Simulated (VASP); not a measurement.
W2I: single point with PBE

W2I:

```xyz
3
Lattice="4.5744 0.0000 0.0000 -2.2872 3.9616 0.0000 0.0000 0.0000 3.3030" Properties=species:S:1:pos:R:3 pbc="T T T"
W     0.0000    2.6410    1.6515
W     2.2872    1.3205    1.6515
I     0.0000    0.0000    0.0000
```

```json
{
  "Program": "VASP 6.6.1",
  "Task": "single point",
  "Functional": "PBE",
  "Potentials or basis": "VASP PAW PBE potentials, release 64 (W_sv, I)",
  "Cutoff": "520 eV",
  "k mesh": "12 × 12 × 14",
  "Occupations": "gaussian, width 0.1 eV",
  "Spin": "no spin polarisation",
  "Dipole correction": "no",
  "Further INCAR settings": "ALGO = Normal; EDIFF = 1e-07; NBANDS = 24"
}
```

```json
{"Pressure": "0.1 GPa", "Band gap on the k mesh": "zero (an odd number of electrons rules out a gap without spin polarisation)"}
```

Stress tensor (GPa, compression positive):
```
 0.25  0.00  0.00
 0.00  0.25  0.00
 0.00  0.00 -0.06
```

Levels at points of the mesh, in eV from the Fermi level:
```
           k point  band 14  band 15  band 16  band 17  band 18  band 19  band 20  band 21
(0.00, 0.00, 0.00)    -2.08    -1.37    -0.99    -0.99    -0.53    -0.53     1.84     1.84
(0.50, 0.00, 0.00)    -2.17    -1.99    -1.83    -1.05     1.28     1.29     1.63     1.78
(0.00, 0.00, 0.50)    -3.12    -1.85    -1.85    -0.28    -0.28    -0.25     0.92     3.27
(0.50, 0.00, 0.50)    -2.55    -2.24    -1.55     1.04     1.19     1.52     2.34     2.64
```

Run time: 2.6 min on 1 thread of AMD EPYC 7R13 Processor (Zen 3), on a shared host, peak memory 0.3 GiB.

Caveat: spin-orbit coupling is left out, which moves the levels of the heavy elements.
